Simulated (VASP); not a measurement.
Input of a VASP 6.6.1 run:

The input INCAR:

```
SYSTEM = BAs
AGGAC = 0.0
ALDAC = 0.0
ALGO = Normal
EDIFF = 1E-6
ENCUT = 520
GGA = PE
ISIF = 2
ISMEAR = -1
LASPH = .TRUE.
LCHARG = .FALSE.
LREAL = .FALSE.
LWAVE = .FALSE.
NBANDS = 11
NELM = 100
PREC = Accurate
SIGMA = 0.05
```

File KPOINTS:

```
k-points
0
G
  10 10 10
  0 0 0
```

File POSCAR:

```
BAs
1.0
    0.0000000000      2.4353452264      2.4353452264
    2.4353452264      0.0000000000      2.4353452264
    2.4353452264      2.4353452264      0.0000000000
As B
1 1
Direct
    0.7500000000      0.7500000000      0.7500000000
    0.0000000000      0.0000000000      0.0000000000
```

Potentials or basis: VASP PAW PBE potentials, release 64 (As, B).

The run is started by

```bash
$ cat potpaw_PBE.64/As/POTCAR potpaw_PBE.64/B/POTCAR > POTCAR
$ mpirun -np 1 vasp_std > vasp.out
```

Q: Estimate the band gap on the k mesh.

A: 1.45 eV, indirect (least direct gap 3.28 eV).

Q: What does it give for the pressure?

A: 9.3 GPa.

A k mesh can miss the band edges.
